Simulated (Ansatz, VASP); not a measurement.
## Zn4Ga in VASP and in Ansatz

Contents of INCAR:

```
PREC = Accurate ; ENCUT = 520
EDIFF = 1E-6 ; ISMEAR = -1
SIGMA = 0.08 ; LREAL = False
LASPH = True ; NELM = 80
ALGO = Normal ; ISIF = 2
LWAVE = False ; LCHARG = False
LDIPOL = True ; IDIPOL = 3
DIPOL = 0.5 0.5 0.500 ; GGA = PE
NBANDS = 38
```

KPOINTS

```
regular mesh
0
Gamma
  16 16 1
```

The input POSCAR:

```
Zn4Ga
1.0
    2.6356265398      0.0000000000      0.0000000000
   -1.3178132699      2.2825195384      0.0000000000
    0.0000000000      0.0000000000     26.1851000000
Zn Ga
4 1
Direct
    0.0000000000      0.0000000000      0.3147095480
    0.3333333333      0.6666666667      0.4085964595
    0.3333333333      0.6666666667      0.5914035387
    0.0000000000      0.0000000000      0.6852904539
    0.0000000000      0.0000000000      0.4999999996
```

Input for Ansatz:

```yaml
crystal:
  lattice:
    - [2.6356265398, 0.0, 0.0]
    - [-1.3178132699, 2.2825195384, 0.0]
    - [0.0, 0.0, 26.1851]
  atoms:
    - { symbol: Zn, position: [0.0, 0.0, 0.314709548] }
    - { symbol: Zn, position: [0.3333333333, 0.6666666667, 0.4085964595] }
    - { symbol: Ga, position: [0.0, 0.0, 0.4999999996] }
    - { symbol: Zn, position: [0.3333333333, 0.6666666667, 0.5914035387] }
    - { symbol: Zn, position: [0.0, 0.0, 0.6852904539] }
kpoints:
  mp_grid: { grid: [16, 16, 1] }
scf:
  occupations: { method: fermi_dirac, width: 0.08 }
hamiltonian:
  xc: pbe
  pseudopotentials: { kind: all_electron, lapw: { basis_error: 0.001 } }
output:
  forces: true
  stress: true
  eigenvalues: true
efield:
  axis: 3
  amplitude: 0
  dipole_correction: true
```

Alike in both runs: task single point; functional PBE; k mesh 16 × 16 × 1; occupations fermi-dirac, width 0.08 eV; no spin polarisation.

|  | VASP | Ansatz |
| --- | --- | --- |
| version | VASP 6.6.1 | Ansatz 0.2.0 |
| potentials or method | VASP PAW PBE potentials, release 64 (Zn, Ga_d), cutoff 520 eV | all-electron LAPW, scalar-relativistic |

```tsv
	VASP	Ansatz	Ansatz less VASP
rms of the force components (eV/Å)	0.151	0.149	-0.0015
```

Ansatz ran all-electron here, and VASP with PAW potentials.
